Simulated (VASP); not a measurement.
# S (R-3) in VASP: notebook

S is run at these levels: PBE; tasks: single point.

Program: VASP 6.6.1. These are calculated values, not measurements. Logs are shortened: lines on timing, memory, paths and dates and some standing lists are left out, and cuts for length are marked.

## Step 1: The cell of the first run

The structure is trigonal, space group R-3 (No. 148). Conventional cell: a = 10.722 Å, b = 10.722 Å, c = 4.185 Å, α = 90.00°, β = 90.00°, γ = 120.00°. Within 2.7 Å of S (site symmetry 1) lie 2 S at 2.07 Å.

## Step 2: Single point, PBE

INCAR

```
SYSTEM = S
PREC = Accurate ; ENCUT = 520
EDIFF = 1E-7 ; ISMEAR = 0
SIGMA = 0.01 ; LREAL = .False.
LASPH = .True. ; NELM = 80
ALGO = Normal ; ISIF = 2
LWAVE = .False. ; LCHARG = .False.
GGA = PE ; NBANDS = 27
```

KPOINTS

```
regular mesh
0
Gamma
  4 4 4
  0 0 0
```

POSCAR

```
S
1.0
    5.3612126841      3.0952975863      1.3949463274
   -5.3612126841      3.0952975863      1.3949463274
    0.0000000000     -6.1905951727      1.3949463273
S
6
Direct
    0.2551978009      0.1485570038      0.9142443505
    0.9142443505      0.2551978009      0.1485570038
    0.1485570038      0.9142443505      0.2551978009
    0.7448021991      0.8514429962      0.0857556495
    0.0857556495      0.7448021991      0.8514429962
    0.8514429962      0.0857556495      0.7448021991
```

Potentials or basis: VASP PAW PBE potentials, release 64 (S).

Launch:

```console
cat potpaw_PBE.64/S/POTCAR > POTCAR
mpirun -np 1 vasp_std > vasp.out
```

OUTCAR:

```text
SYSTEM = S
   PREC = Accurate
   ENCUT = 520
   EDIFF = 1E-7
   ISMEAR = 0
   LREAL = .False.
   LASPH = .True.
   NELM = 80
   ISIF = 2
   GGA = PE

 ion  position               nearest neighbor table
   1  0.255  0.149  0.914-   5 2.07   6 2.07
   2  0.914  0.255  0.149-   4 2.07   6 2.07
   3  0.149  0.914  0.255-   4 2.07   5 2.07
   4  0.745  0.851  0.086-   2 2.07   3 2.07
   5  0.086  0.745  0.851-   1 2.07   3 2.07
   6  0.851  0.086  0.745-   1 2.07   2 2.07

  LATTYP: Found a trigonal (rhomboedric) cell.
 ALAT       =     6.3458130959
 COS(alpha) =    -0.4275177441

  Lattice vectors:

 A1 = (   5.3612126841,   3.0952975863,   1.3949463274)
 A2 = (  -5.3612126841,   3.0952975863,   1.3949463274)
 A3 = (   0.0000000000,  -6.1905951727,   1.3949463273)

Analysis of symmetry for initial positions (statically):
=====================================================================
 Subroutine PRICEL returns:
 Original cell was already a primitive cell.

 Routine SETGRP: Setting up the symmetry group for a
 trigonal (rhombohedral) supercell.

 Subroutine GETGRP returns: Found  6 space group operations
 (whereof  6 operations were pure point group operations)
 out of a pool of 12 trial point group operations.

The static configuration has the point symmetry S_6 .

Analysis of symmetry for dynamics (positions and initial velocities):
=====================================================================
 Subroutine PRICEL returns:
 Original cell was already a primitive cell.

 Routine SETGRP: Setting up the symmetry group for a
 trigonal (rhombohedral) supercell.

 Subroutine GETGRP returns: Found  6 space group operations
 (whereof  6 operations were pure point group operations)
 out of a pool of 12 trial point group operations.

The dynamic configuration has the point symmetry S_6 .

 Subroutine INISYM returns: Found  6 space group operations
 (whereof  6 operations are pure point group operations),
 and found     1 'primitive' translations

----------------------------------------------------------------------------------------

                                     Primitive cell

  volume of cell :     138.8910

  direct lattice vectors                    reciprocal lattice vectors
     5.361212684  3.095297586  1.394946327     0.093262482  0.053845119  0.238957820
[... 84 lines left out ...]
   LREAL  =      F    real-space projection
   EDIFFG = 0.1E-05   stopping-criterion for IOM
   NSW    =      0    number of steps for IOM
   IBRION =     -1    ionic relax: 0-MD 1-quasi-New 2-CG
   NFREE  =      0    steps in history (QN), initial steepest desc. (CG)
   ISIF   =      2    stress and relaxation
   ISYM   =      2    0-nonsym 1-usesym 2-fastsym
   POTIM  = 0.5000    time-step for ionic-motion
   TEBEG  =    0.0;   TEEND  =   0.0 temperature during run
   PSTRESS=    0.0 pullay stress
   NELECT =      36.0000    total number of electrons
   NUPDOWN=      -1.0000    fix difference up-down
   EMIN   =  10.00;   EMAX   =-10.00  energy-range for DOS
   EFERMI =   0.00;   METHOD = LEGACY
   ISMEAR =     0;   SIGMA  =   0.01  broadening in eV -4-tet -1-fermi 0-gaus
   EFERMI_NEDOS =   21; number of points for ismear=-14 and -15
   IALGO  =     38    algorithm
   IMIX   =      4    mixing-type and parameters
     AMIX     =   0.40;   BMIX     =  1.00
     AMIX_MAG =   1.60;   BMIX_MAG =  1.00
  volume/ion in A,a.u.               =      23.15       156.21
  Fermi-wavevector in a.u.,A,eV,Ry     =   1.043801  1.972497 14.823819  1.089520
  Thomas-Fermi vector in A             =   2.178526
   LORBIT       =      0    0 simple, 1 ext, 2 COOP (PROOUT), +10 PAW based schemes
   GGA     = PE    functional components
   LHFCALC =     F    Hartree Fock is set to
   AEXX    =    0.0000 exact exchange contribution
   IVDW    =     0    specifies the selected vdW correction
   LEPSILON=     F    determine dielectric tensor
   LRPA    =     F    only Hartree local field effects (RPA)
 non-spin polarized calculation
 Gauss-broadening in eV      SIGMA  =   0.01
  energy-cutoff  :      520.00
  volume of cell :      138.89
 maximum number of plane-waves:      3791
   NGX = 23   NGY = 23   NGZ = 23

 number of electron      36.0000002 magnetization

 Free energy of the ion-electron system (eV)
  ---------------------------------------------------
  ext. energy  EPLUGINS =         0.00000000
  ---------------------------------------------------
  free energy    TOTEN  =       -24.22835658 eV

  energy without entropy =      -24.22835658  energy(sigma->0) =      -24.22835658

 E-fermi :   3.1550     XC(G=0):  -8.7866

 val. band max:        3.1096218695   @ k =   0.5000   0.5000   0.5000
 cond. band min:       5.0469298902   @ k =  -0.2500   0.2500   0.2500
 fundamental gap:      1.9373080207
 Fermi energy:         3.1549985563

 k-point     1 :       0.0000    0.0000    0.0000
  band No.  band energies     occupation
      1     -13.7596      2.00000
      2     -11.7787      2.00000
      3     -11.7787      2.00000
      4      -8.6526      2.00000
      5      -8.6526      2.00000
      6      -5.8107      2.00000
[... 409 lines left out ...]
     26      10.5668      0.00000
     27      10.9978      0.00000

------------------------ aborting loop because EDIFF is reached ----------------------------------------

  FORCE on cell =-STRESS in cart. coord.  units (eV):
  Direction    XX          YY          ZZ          XY          YZ          ZX
  --------------------------------------------------------------------------------------
  -------------------------------------------------------------------------------------
  Total        1.4589231      1.4589231      1.7518623      0.0000001     -0.0000000     -0.0000000
  in kB       16.8294062     16.8294062     20.2086056      0.0000010     -0.0000000     -0.0000000
  external PRESSURE =      17.9558060 kB  Pullay stress =       0.0000000 kB

 VOLUME and BASIS-vectors are now :
 -----------------------------------------------------------------------------
  energy-cutoff  :      520.00
  volume of cell :      138.89
      direct lattice vectors                 reciprocal lattice vectors
     5.361212684  3.095297586  1.394946327     0.093262482  0.053845119  0.238957820
    -5.361212684  3.095297586  1.394946327    -0.093262482  0.053845119  0.238957820
     0.000000000 -6.190595173  1.394946327     0.000000000 -0.107690238  0.238957820

 POSITION                                       TOTAL-FORCE (eV/Angst)
 -----------------------------------------------------------------------------------
      0.57172     -4.40998      1.83854         0.020336      0.028631      0.031543
      3.53329      2.70012      1.83854        -0.034963      0.003296      0.031543
     -4.10501      1.70986      1.83854         0.014627     -0.031927      0.031543
     -0.57172      4.40998      2.34630        -0.020336     -0.028631     -0.031543
     -3.53329     -2.70012      2.34630         0.034963     -0.003296     -0.031543
      4.10501     -1.70986      2.34630        -0.014627      0.031927     -0.031543
 -----------------------------------------------------------------------------------
    total drift:                               -0.000000     -0.000000     -0.000000

  FREE ENERGIE OF THE ION-ELECTRON SYSTEM (eV)
  ---------------------------------------------------
  free  energy   TOTEN  =       -24.2283565763 eV

  energy  without entropy=      -24.2283565763  energy(sigma->0) =      -24.22835658
```

OSZICAR:

```text
N       E                     dE             d eps       ncg     rms          rms(c)
DAV:   1     0.198784992406E+03    0.19878E+03   -0.15507E+04   756   0.114E+03
DAV:   2    -0.921602168229E+01   -0.20800E+03   -0.20232E+03   999   0.207E+02
DAV:   3    -0.242065555206E+02   -0.14991E+02   -0.14851E+02  1040   0.598E+01
DAV:   4    -0.244333783443E+02   -0.22682E+00   -0.22632E+00   912   0.881E+00
DAV:   5    -0.244387773893E+02   -0.53990E-02   -0.53970E-02   943   0.134E+00    0.263E+01
DAV:   6    -0.242835257635E+02    0.15525E+00   -0.96967E-02   861   0.146E+00    0.160E+01
DAV:   7    -0.242286836423E+02    0.54842E-01   -0.18692E-01   834   0.203E+00    0.400E-01
DAV:   8    -0.242281993798E+02    0.48426E-03   -0.13076E-02   837   0.609E-01    0.212E-01
DAV:   9    -0.242282667729E+02   -0.67393E-04   -0.52262E-04  1032   0.120E-01    0.634E-02
DAV:  10    -0.242283392349E+02   -0.72462E-04   -0.66294E-05   837   0.451E-02    0.152E-02
DAV:  11    -0.242283537732E+02   -0.14538E-04   -0.10006E-05   952   0.178E-02    0.734E-03
DAV:  12    -0.242283565131E+02   -0.27399E-05   -0.26319E-06   837   0.888E-03    0.471E-03
DAV:  13    -0.242283565763E+02   -0.63129E-07   -0.26217E-07   952   0.273E-03
   1 F= -.24228357E+02 E0= -.24228357E+02  d E =-.100677E-12
```

Wall time 30 s (1 thread of Intel Xeon 6975P-C (Granite Rapids), shared host); peak memory 0.3 GiB.

What came out:

```yaml
Free_energy: -24.2284 eV
Pressure: 1.8 GPa
Largest_force: 0.047 eV/Å
Band_gap_on_the_k_mesh: 1.94 eV, indirect (least direct gap 2.01 eV)
```

Forces on the atoms (eV/Å):
```
S    0.020  0.029  0.032
S   -0.035  0.003  0.032
S    0.015 -0.032  0.032
S   -0.020 -0.029 -0.032
S    0.035 -0.003 -0.032
S   -0.015  0.032 -0.032
```

Stress tensor (GPa, compression positive):
```
1.68 0.00 0.00
0.00 1.68 0.00
0.00 0.00 2.02
```

Levels at points of the mesh, in eV from the valence-band top:
```csv
k point,band 15,band 16,band 17,band 18,band 19,band 20,band 21,band 22
"(0.00, 0.00, 0.00)",-1.06,-1.06,-0.91,-0.91,2.19,2.19,3.29,3.29
"(0.50, 0.00, 0.00)",-1.41,-1.20,-0.79,-0.24,2.31,2.70,2.88,3.71
"(0.50, 0.50, 0.00)",-1.40,-1.28,-1.12,-0.76,2.09,2.66,3.18,3.21
"(0.50, 0.50, 0.50)",-1.78,-1.34,-1.34,0.00,2.01,2.01,2.65,3.97
```

## Step 3: Single point, PBE

INCAR

```
SYSTEM = S
PREC     = Accurate       ! precision mode
ENCUT    = 520            ! plane-wave cutoff, eV
EDIFF    = 1E-6           ! SCF threshold, eV
ISMEAR   = 1              ! smearing method
SIGMA    = 0.05           ! smearing width, eV
LREAL    = .FALSE.        ! projectors in reciprocal space
LASPH    = .TRUE.         ! aspherical terms in the spheres
NELM     = 80             ! most SCF steps
ALGO     = Normal         ! electronic algorithm
ISIF     = 2              ! what is computed and relaxed
LWAVE    = .FALSE.        ! write WAVECAR
LCHARG   = .FALSE.        ! write CHGCAR
GGA      = PE             ! functional
NBANDS   = 27             ! bands
```

KPOINTS

```
Automatic mesh
0
G
  4 4 4
  0 0 0
```

POSCAR is that of step 2.

Potentials or basis: VASP PAW PBE potentials, release 64 (S).

Launch:

```console
cat potpaw_PBE.64/S/POTCAR > POTCAR
mpirun -np 1 vasp_std > vasp.out
```

Wall time 29 s (1 thread of Intel Xeon 6975P-C (Granite Rapids), shared host); peak memory 0.29 GiB.

Results (log left out):

* Free energy: -24.2283 eV
* Pressure: 1.8 GPa
* Largest force: 0.047 eV/Å
* Band gap on the k mesh: 1.94 eV, indirect (least direct gap 2.01 eV)

Forces on the atoms (eV/Å):
```
S    0.020  0.029  0.031
S   -0.035  0.003  0.031
S    0.015 -0.032  0.031
S   -0.020 -0.029 -0.031
S    0.035 -0.003 -0.031
S   -0.015  0.032 -0.031
```

Stress tensor (GPa, compression positive):
```
1.68 0.00 0.00
0.00 1.68 0.00
0.00 0.00 2.02
```

Levels at points of the mesh, in eV from the valence-band top:
```csv
k point,band 16,band 17,band 18,band 19,band 20,band 21
"(0.00, 0.00, 0.00)",-1.06,-0.91,-0.91,2.19,2.19,3.29
"(0.50, 0.00, 0.00)",-1.20,-0.79,-0.24,2.31,2.70,2.88
"(0.50, 0.50, 0.00)",-1.28,-1.12,-0.76,2.09,2.66,3.18
"(0.50, 0.50, 0.50)",-1.34,-1.34,0.00,2.01,2.01,2.65
```
